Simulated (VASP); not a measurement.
# ZnAg (P4/mmm) in VASP: further runs

Runs on ZnAg. Level: LDA. Tasks: single point.

Program: VASP 6.6.1. These are calculated values, not measurements. Logs are shortened: lines on timing, memory, paths and dates and some standing lists are left out, and cuts for length are marked.

## 1. The cell of the first run

Symmetry: P4/mmm, No. 123, tetragonal system. The conventional cell has a = 3.093 Å, b = 3.093 Å, c = 3.156 Å, α = 90.00°, β = 90.00°, γ = 90.00°. Within 3.6 Å of Zn (site symmetry 4/mmm) lie 8 Ag at 2.70 Å and 6 Zn at 3.09 to 3.16 Å. Within 3.6 Å of Ag (site symmetry 4/mmm) lie 8 Zn at 2.70 Å and 6 Ag at 3.09 to 3.16 Å.

## 2. Single point, LDA (equal xx and yy strain of -2 %)

The input, INCAR:

```
PREC     = Accurate       # precision mode
ENCUT    = 520            # plane-wave cutoff, eV
EDIFF    = 1E-6           # SCF threshold, eV
ISMEAR   = -1             # smearing method
SIGMA    = 0.03           # smearing width, eV
LREAL    = False          # projectors in reciprocal space
LASPH    = True           # aspherical terms in the spheres
NELM     = 100            # most SCF steps
ALGO     = Normal         # electronic algorithm
ISIF     = 2              # what is computed and relaxed
LWAVE    = False          # write WAVECAR
LCHARG   = True           # write CHGCAR
GGA      = CA             # functional
LELF     = True           # ELF
LVHAR    = True         
NBANDS   = 18             # bands
```

The input, KPOINTS:

```
Automatic mesh
0
Gamma
  12 12 12
```

The input, POSCAR:

```
ZnAg
1.0
    3.0928800000      0.0000000000      0.0000000000
    0.0000000000      3.0928800000      0.0000000000
    0.0000000000      0.0000000000      3.1560000000
Zn Ag
1 1
Direct
    0.5000000000      0.5000000000      0.5000000000
    0.0000000000      0.0000000000      0.0000000000
```

Potentials or basis: VASP PAW LDA potentials, release 64 (Zn, Ag).

Launch:

```bash
$ cat potpaw_LDA.64/Zn/POTCAR potpaw_LDA.64/Ag/POTCAR > POTCAR
$ mpirun -np 1 vasp_std > vasp.out
```

OUTCAR:

```text
PREC = Accurate
   ENCUT = 520
   EDIFF = 1E-6
   ISMEAR = -1
   LREAL = False
   LASPH = True
   NELM = 100
   ISIF = 2
   GGA = CA

 ion  position               nearest neighbor table
   1  0.500  0.500  0.500-   2 2.70   2 2.70   2 2.70   2 2.70   2 2.70   2 2.70   2 2.70   2 2.70

   2  0.000  0.000  0.000-   1 2.70   1 2.70   1 2.70   1 2.70   1 2.70   1 2.70   1 2.70   1 2.70

  LATTYP: Found a simple tetragonal cell.
 ALAT       =     3.0928800000
 C/A-ratio  =     1.0204081633

  Lattice vectors:

 A1 = (   3.0928800000,   0.0000000000,   0.0000000000)
 A2 = (   0.0000000000,   3.0928800000,   0.0000000000)
 A3 = (   0.0000000000,   0.0000000000,   3.1560000000)

Analysis of symmetry for initial positions (statically):
=====================================================================
 Subroutine PRICEL returns:
 Original cell was already a primitive cell.

 Routine SETGRP: Setting up the symmetry group for a
 simple tetragonal supercell.

 Subroutine GETGRP returns: Found 16 space group operations
 (whereof 16 operations were pure point group operations)
 out of a pool of 16 trial point group operations.

The static configuration has the point symmetry D_4h.

Analysis of symmetry for dynamics (positions and initial velocities):
=====================================================================
 Subroutine PRICEL returns:
 Original cell was already a primitive cell.

 Routine SETGRP: Setting up the symmetry group for a
 simple tetragonal supercell.

 Subroutine GETGRP returns: Found 16 space group operations
 (whereof 16 operations were pure point group operations)
 out of a pool of 16 trial point group operations.

The dynamic configuration has the point symmetry D_4h.

 Subroutine INISYM returns: Found 16 space group operations
 (whereof 16 operations are pure point group operations),
 and found     1 'primitive' translations

----------------------------------------------------------------------------------------

                                     Primitive cell

  volume of cell :      30.1900

  direct lattice vectors                    reciprocal lattice vectors
     3.092880000  0.000000000  0.000000000     0.323323246  0.000000000  0.000000000
     0.000000000  3.092880000  0.000000000     0.000000000  0.323323246  0.000000000
     0.000000000  0.000000000  3.156000000     0.000000000  0.000000000  0.316856781

  length of vectors
     3.092880000  3.092880000  3.156000000     0.323323246  0.323323246  0.316856781

  position of ions in fractional coordinates (direct lattice)
     0.500000000  0.500000000  0.500000000
     0.000000000  0.000000000  0.000000000

  ion indices of the primitive-cell ions
   primitive index   ion index
                 1           1
                 2           2

----------------------------------------------------------------------------------------

 KPOINTS: Automatic mesh

Automatic generation of k-mesh.
 Grid dimensions read from file:
 generate k-points for:   12   12   12

 Generating k-lattice:

  Cartesian coordinates                     Fractional coordinates (reciprocal lattice)
     0.026943604  0.000000000  0.000000000     0.083333333  0.000000000  0.000000000
     0.000000000  0.026943604  0.000000000     0.000000000  0.083333333  0.000000000
     0.000000000  0.000000000  0.026404732     0.000000000  0.000000000  0.083333333

  Length of vectors
     0.026943604  0.026943604  0.026404732

  Shift w.r.t. Gamma in fractional coordinates (k-lattice)
     0.000000000  0.000000000  0.000000000

 Subroutine IBZKPT returns following result:
 ===========================================

 Found    196 irreducible k-points:

 Following reciprocal coordinates:
            Coordinates               Weight
  0.000000  0.000000  0.000000      1.000000
  0.083333  0.000000  0.000000      4.000000
  0.166667  0.000000  0.000000      4.000000
  0.250000  0.000000  0.000000      4.000000
  0.333333  0.000000  0.000000      4.000000
  0.416667  0.000000  0.000000      4.000000
[... 16 lines left out ...]
  0.333333  0.333333  0.000000      4.000000
  0.416667  0.333333  0.000000      8.000000
 [... further k-points ...]
   k-points           NKPTS =    196   k-points in BZ     NKDIM =    196   number of bands    NBANDS=     18
   number of dos      NEDOS =    301   number of ions     NIONS =      2
   total plane-waves  NPLWV =  13824
   dimension x,y,z NGX =    24 NGY =   24 NGZ =   24
   dimension x,y,z NGXF=    48 NGYF=   48 NGZF=   48
   ions per type =               1   1
   NGX,Y,Z   is equivalent  to a cutoff of  12.90, 12.90, 12.64 a.u.
   NGXF,Y,Z  is equivalent  to a cutoff of  25.80, 25.80, 25.28 a.u.
 SYSTEM =  unknown system
   PREC   = accura    normal or accurate (medium, high low for compatibility)
   ISTART =      0    job   : 0-new  1-cont  2-samecut
   ICHARG =      2    charge: 1-file 2-atom 10-const
   ISPIN  =      1    spin polarized calculation?
   LNONCOLLINEAR =      F non collinear calculations
   LSORBIT =      F    spin-orbit coupling
   LASPH  =      T    aspherical Exc in radial PAW
   ENCUT  =  520.0 eV  38.22 Ry    6.18 a.u.   5.75  5.75  5.87*2*pi/ulx,y,z
   NELM   =    100;   NELMIN=  2; NELMDL= -5     # of ELM steps
   EDIFF  = 0.1E-05   stopping-criterion for ELM
   LREAL  =      F    real-space projection
[... 7 lines left out ...]
   TEBEG  =    0.0;   TEEND  =   0.0 temperature during run
   PSTRESS=    0.0 pullay stress
   NELECT =      23.0000    total number of electrons
   NUPDOWN=      -1.0000    fix difference up-down
   EMIN   =  10.00;   EMAX   =-10.00  energy-range for DOS
   EFERMI =   0.00;   METHOD = LEGACY
   ISMEAR =    -1;   SIGMA  =   0.03  broadening in eV -4-tet -1-fermi 0-gaus
   EFERMI_NEDOS =   21; number of points for ismear=-14 and -15
   IALGO  =     38    algorithm
   IMIX   =      4    mixing-type and parameters
     AMIX     =   0.40;   BMIX     =  1.00
     AMIX_MAG =   1.60;   BMIX_MAG =  1.00
  volume/ion in A,a.u.               =      15.10       101.87
  Fermi-wavevector in a.u.,A,eV,Ry     =   1.495190  2.825499 30.417093  2.235593
  Thomas-Fermi vector in A             =   2.607367
   LORBIT       =      0    0 simple, 1 ext, 2 COOP (PROOUT), +10 PAW based schemes
   GGA     = CA    functional components
   LHFCALC =     F    Hartree Fock is set to
   AEXX    =    0.0000 exact exchange contribution
   IVDW    =     0    specifies the selected vdW correction
   LEPSILON=     F    determine dielectric tensor
   LRPA    =     F    only Hartree local field effects (RPA)
 non-spin polarized calculation
  energy-cutoff  :      520.00
  volume of cell :       30.19
 maximum number of plane-waves:       844
 NGX is ok and might be reduce to    24
   NGX = 11   NGY = 11   NGZ = 11

 number of electron      22.9999979 magnetization

 Free energy of the ion-electron system (eV)
  ---------------------------------------------------
  ext. energy  EPLUGINS =         0.00000000
  ---------------------------------------------------
  free energy    TOTEN  =        -5.77661880 eV

  energy without entropy =       -5.77485389  energy(sigma->0) =       -5.77573634

 E-fermi :   6.5145     XC(G=0): -12.6483

 val. band max:        6.4979606403   @ k =   0.5000   0.2500   0.4167
 cond. band min:       6.5436870663   @ k =   0.5000   0.4167   0.2500
 fundamental gap:      0.0457264260
 Fermi energy:         6.5145013798

 k-point     1 :       0.0000    0.0000    0.0000
  band No.  band energies     occupation
      1      -3.2263      2.00000
      2      -1.5622      2.00000
      3      -1.5585      2.00000
      4      -0.9193      2.00000
      5      -0.9193      2.00000
      6      -0.8862      2.00000
[... 10 lines left out ...]
     17      18.1998      0.00000
     18      25.8390      0.00000

 k-point     2 :       0.0833    0.0000    0.0000
  band No.  band energies     occupation
      1      -3.1064      2.00000
      2      -1.5370      2.00000
      3      -1.5248      2.00000
      4      -0.9218      2.00000
      5      -0.9090      2.00000
      6      -0.8891      2.00000
[... 10 lines left out ...]
     17      19.1315      0.00000
     18      25.6622      0.00000

 k-point     3 :       0.1667    0.0000    0.0000
  band No.  band energies     occupation
      1      -2.7547      2.00000
      2      -1.4681      2.00000
      3      -1.4287      2.00000
      4      -0.9280      2.00000
      5      -0.8967      2.00000
      6      -0.8804      2.00000
[... 10 lines left out ...]
     17      21.4514      0.00000
     18      24.6282      0.00000

 k-point     4 :       0.2500    0.0000    0.0000
  band No.  band energies     occupation
      1      -2.2027      2.00000
      2      -1.3682      2.00000
      3      -1.2860      2.00000
      4      -0.9348      2.00000
      5      -0.9056      2.00000
      6      -0.8404      2.00000
[... 10 lines left out ...]
     17      22.9136      0.00000
     18      23.4982      0.00000

 k-point     5 :       0.3333    0.0000    0.0000
  band No.  band energies     occupation
      1      -1.5732      2.00000
      2      -1.2593      2.00000
      3      -1.0570      2.00000
      4      -0.9395      2.00000
      5      -0.9128      2.00000
      6      -0.7993      2.00000
[... 10 lines left out ...]
     17      21.0381      0.00000
     18      21.6169      0.00000

 k-point     6 :       0.4167    0.0000    0.0000
  band No.  band energies     occupation
      1      -1.2604      2.00000
      2      -1.1715      2.00000
      3      -0.9413      2.00000
      4      -0.9168      2.00000
      5      -0.7684      2.00000
      6      -0.5103      2.00000
[... 307 lines left out ...]
 k-point    21 :       0.4167    0.2500    0.0000
  band No.  band energies     occupation
      1      -1.4211      2.00000
      2      -1.3263      2.00000
      3      -1.1169      2.00000
      4      -1.0009      2.00000
      5      -0.8773      2.00000
      6       0.1744      2.00000
[... 10 lines left out ...]
     17      20.1004      0.00000
     18      20.8239      0.00000

 k-point    22 :       0.5000    0.2500    0.0000
  band No.  band energies     occupation
      1      -1.3752      2.00000
      2      -1.3646      2.00000
      3      -1.1036      2.00000
      4      -1.0415      2.00000
      5      -0.8535      2.00000
      6       0.3365      2.00000
[... 10 lines left out ...]
     17      19.3841      0.00000
     18      20.5366      0.00000

 k-point    23 :       0.3333    0.3333    0.0000
  band No.  band energies     occupation
      1      -1.5146      2.00000
      2      -1.3714      2.00000
      3      -1.1705      2.00000
      4      -1.0236      2.00000
      5      -0.8136      2.00000
      6       0.0478      2.00000
[... 10 lines left out ...]
     17      20.9598      0.00000
     18      21.2380      0.00000

 k-point    24 :       0.4167    0.3333    0.0000
  band No.  band energies     occupation
      1      -1.5223      2.00000
      2      -1.4441      2.00000
      3      -1.1925      2.00000
      4      -1.1090      2.00000
      5      -0.7278      2.00000
      6       0.1901      2.00000
[... 10 lines left out ...]
     17      20.4124      0.00000
     18      20.7283      0.00000

 [... further k-points ...]

------------------------ aborting loop because EDIFF is reached ----------------------------------------

  FORCE on cell =-STRESS in cart. coord.  units (eV):
  Direction    XX          YY          ZZ          XY          YZ          ZX
  --------------------------------------------------------------------------------------
  -------------------------------------------------------------------------------------
  Total       -0.6328293     -0.6328293     -0.8071427      0.0000000      0.0000000      0.0000000
  in kB      -33.5841245    -33.5841245    -42.8348997      0.0000000      0.0000000      0.0000000
  external PRESSURE =     -36.6677162 kB  Pullay stress =       0.0000000 kB

 VOLUME and BASIS-vectors are now :
 -----------------------------------------------------------------------------
  energy-cutoff  :      520.00
  volume of cell :       30.19
      direct lattice vectors                 reciprocal lattice vectors
     3.092880000  0.000000000  0.000000000     0.323323246  0.000000000  0.000000000
     0.000000000  3.092880000  0.000000000     0.000000000  0.323323246  0.000000000
     0.000000000  0.000000000  3.156000000     0.000000000  0.000000000  0.316856781

 POSITION                                       TOTAL-FORCE (eV/Angst)
 -----------------------------------------------------------------------------------
      1.54644      1.54644      1.57800         0.000000      0.000000      0.000000
      0.00000      0.00000      0.00000         0.000000      0.000000      0.000000
 -----------------------------------------------------------------------------------
    total drift:                                0.000000      0.000000     -0.000000

  FREE ENERGIE OF THE ION-ELECTRON SYSTEM (eV)
  ---------------------------------------------------
  free  energy   TOTEN  =        -5.7766188009 eV

  energy  without entropy=       -5.7748538889  energy(sigma->0) =       -5.77573634
```

Run time: 22 s. Hardware: 1 thread of Intel Xeon 6975P-C (Granite Rapids), shared host; peak memory 0.22 GiB.

Results:

```yaml
Free_energy: -5.7766 eV
Pressure: -3.7 GPa
Band_gap_on_the_k_mesh: zero (an odd number of electrons rules out a gap without spin polarisation)
```

Caveat: the cell differs from its parent crystal (equal xx and yy strain of -2 %); the cell stands under tension.

## 3. Single point, LDA (equal xx and yy strain of -1 %)

The input, INCAR:

```
  PREC = Accurate
  ENCUT = 520
  EDIFF = 1E-6
  ISMEAR = -1
  SIGMA = 0.03
  LREAL = F
  LASPH = T
  NELM = 100
  ALGO = Normal
  ISIF = 2
  LWAVE = F
  LCHARG = T
  GGA = CA
  LELF = T
  LVHAR = T
  NBANDS = 18
```

KPOINTS is that of step 2.

The input, POSCAR:

```
ZnAg
1.0
    3.1244400000      0.0000000000      0.0000000000
    0.0000000000      3.1244400000      0.0000000000
    0.0000000000      0.0000000000      3.1560000000
Zn Ag
1 1
Direct
    0.5000000000      0.5000000000      0.5000000000
    0.0000000000      0.0000000000      0.0000000000
```

Potentials or basis: VASP PAW LDA potentials, release 64 (Zn, Ag).

Launch:

```bash
$ cat potpaw_LDA.64/Zn/POTCAR potpaw_LDA.64/Ag/POTCAR > POTCAR
$ mpirun -np 1 vasp_std > vasp.out
```

Run time: 22 s. Hardware: 1 thread of Intel Xeon 6975P-C (Granite Rapids), shared host; peak memory 0.22 GiB.

Results (log left out):

```
Free energy            : -5.7594 eV
Pressure               : -5.8 GPa
Band gap on the k mesh : zero (an odd number of electrons rules out a gap without spin polarisation)
```

Stress tensor (GPa, compression positive):
```
-5.57  0.00  0.00
 0.00 -5.57  0.00
 0.00  0.00 -6.18
```

Levels at points of the mesh, in eV from the Fermi level:
```csv
k point,band 10,band 11,band 12,band 13,band 14,band 15
"(0.00, 0.00, 0.00)",-4.31,-4.30,5.17,5.47,5.47,10.42
"(0.50, 0.00, 0.00)",-5.14,-4.45,-2.55,10.49,10.74,11.10
"(0.50, 0.50, 0.00)",-3.91,-1.59,-1.59,1.57,2.37,10.69
"(0.00, 0.00, 0.50)",-5.13,-4.43,-2.66,10.65,10.65,11.18
"(0.50, 0.00, 0.50)",-3.94,-1.66,-1.63,1.49,2.26,10.91
"(0.50, 0.50, 0.50)",-3.88,1.67,4.17,4.17,4.20,4.84
```

Caveat: the cell differs from its parent crystal (equal xx and yy strain of -1 %); the cell stands under tension.

## 4. Single point, LDA (equal xx and yy strain of +1 %)

The input, INCAR:

```
PREC = Accurate ; ENCUT = 520
EDIFF = 1E-6 ; ISMEAR = -1
SIGMA = 0.03 ; LREAL = F
LASPH = T ; NELM = 60
ALGO = Normal ; ISIF = 2
LWAVE = F ; LCHARG = T
LELF = T ; LVHAR = T
NBANDS = 18
```

KPOINTS is that of step 3.

The input, POSCAR:

```
ZnAg
1.0
    3.1875600000      0.0000000000      0.0000000000
    0.0000000000      3.1875600000      0.0000000000
    0.0000000000      0.0000000000      3.1560000000
Zn Ag
1 1
Direct
    0.5000000000      0.5000000000      0.5000000000
    0.0000000000      0.0000000000      0.0000000000
```

Launch:

```bash
$ cat potpaw_LDA.64/Zn/POTCAR potpaw_LDA.64/Ag/POTCAR > POTCAR
$ mpirun -np 1 vasp_std > vasp.out
```

Run time: 22 s. Hardware: 1 thread of Intel Xeon 6975P-C (Granite Rapids), shared host; peak memory 0.22 GiB.

Results (log left out):

| Quantity | Value |
| --- | --- |
| Free energy | -5.6999 eV |
| Pressure | -9.2 GPa |
| Band gap on the k mesh | zero (an odd number of electrons rules out a gap without spin polarisation) |

Stress tensor (GPa, compression positive):
```
-9.44  0.00  0.00
 0.00 -9.44  0.00
 0.00  0.00 -8.82
```

Levels at points of the mesh, in eV from the Fermi level:
| k point | band 8 | band 9 | band 10 | band 11 | band 12 | band 13 | band 14 | band 15 | band 16 | band 17 |
| --- | --- | --- | --- | --- | --- | --- | --- | --- | --- | --- |
| (0.00, 0.00, 0.00) | -5.35 | -4.25 | -4.24 | -4.24 | 5.17 | 5.17 | 5.46 | 9.88 | 11.03 | 11.20 |
| (0.50, 0.00, 0.00) | -5.15 | -5.03 | -4.99 | -4.36 | -2.61 | 10.18 | 10.42 | 10.99 | 11.16 | 11.46 |
| (0.50, 0.50, 0.00) | -4.43 | -4.43 | -3.90 | -1.54 | -1.54 | 1.25 | 2.07 | 10.70 | 13.29 | 13.29 |
| (0.00, 0.00, 0.50) | -5.06 | -5.03 | -5.03 | -4.38 | -2.50 | 10.26 | 10.26 | 10.97 | 11.24 | 11.24 |
| (0.50, 0.00, 0.50) | -4.45 | -4.44 | -3.87 | -1.49 | -1.47 | 1.33 | 2.18 | 10.49 | 13.09 | 13.09 |
| (0.50, 0.50, 0.50) | -6.05 | -3.87 | -3.83 | 1.50 | 4.08 | 4.11 | 4.11 | 4.65 | 4.74 | 4.74 |

Caveat: the cell differs from its parent crystal (equal xx and yy strain of +1 %); the cell stands under tension.

## 5. Summary

| cell | gap on the mesh (eV) | pressure (GPa) |
| --- | --- | --- |
| a = 3.093, b = 3.093, c = 3.156 Å, 2 atoms | none | -3.7 |
| a = 3.124, b = 3.124, c = 3.156 Å, 2 atoms | none | -5.8 |
| a = 3.188, b = 3.188, c = 3.156 Å, 2 atoms | none | -9.2 |

Alike in all rows: task single point; level LDA; potentials or basis VASP PAW LDA potentials, release 64 (Zn, Ag); no spin polarisation; k mesh 12 × 12 × 12; cutoff (eV) 520; smearing fermi-dirac 0.03 eV.

Caveats: the cell stands under tension.

Total energies depend on the potentials used, so only differences within one code and one set of settings carry meaning.
